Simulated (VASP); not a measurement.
Write the native input for VASP 6.6.1 that does the following.

```
Task                   : single point
Functional             : PBE
Dispersion             : D3(BJ)
Potentials or basis    : VASP PAW PBE potentials, release 64 (Pb_d, S)
Cutoff                 : 520 eV
k mesh                 : 10 × 10 × 10
Occupations            : gaussian, width 0.03 eV
Spin                   : no spin polarisation
Dipole correction      : no
Further INCAR settings : ALGO = Normal; EDIFF = 1e-06; NBANDS = 17
```

The structure of PbS lies in POSCAR:

```
PbS
1.0
    0.0000000000      2.9501750000      2.9650000000
    2.9650000000      0.0000000000      2.9650000000
    2.9650000000      2.9501750000      0.0000000000
Pb S
1 1
Direct
    0.0000000000      0.0000000000      0.0000000000
    0.5000000000      0.5000000000      0.5000000000
```

This cell differs from its parent crystal: strain -0.0050 x Voigt [0, 1, 0, 0, 0, 0].

These files were run (other wordings do the same):

INCAR

```
PREC = Accurate
ENCUT = 520
EDIFF = 1E-6
ISMEAR = 0
SIGMA = 0.03
LREAL = F
LASPH = T
NELM = 60
ALGO = Normal
ISIF = 2
LWAVE = F
LCHARG = T
GGA = PE
IVDW = 12
LELF = T
LVHAR = T
NBANDS = 17
```

KPOINTS

```
regular mesh
0
Gamma
  10 10 10
```

Potentials or basis: VASP PAW PBE potentials, release 64 (Pb_d, S).

Run with:

```bash
$ cat potpaw_PBE.64/Pb_d/POTCAR potpaw_PBE.64/S/POTCAR > POTCAR
$ mpirun -np 1 vasp_std > vasp.out
```

It gave:

| Property | Result |
| --- | --- |
| Pressure | 0.3 GPa |
| Band gap on the k mesh | 0.34 eV, direct |
| Dispersion energy per atom | -0.349 eV |

Caveat: the cell differs from its parent crystal (strain -0.0050 x Voigt [0, 1, 0, 0, 0, 0]); spin-orbit coupling is left out, which moves the levels of the heavy elements.

Wall time 62 s on 1 thread of Intel(R) Xeon(R) Platinum 8259CL CPU @ 2.50GHz (Skylake/Cascade Lake), with other jobs on the host, peak memory 0.24 GiB.
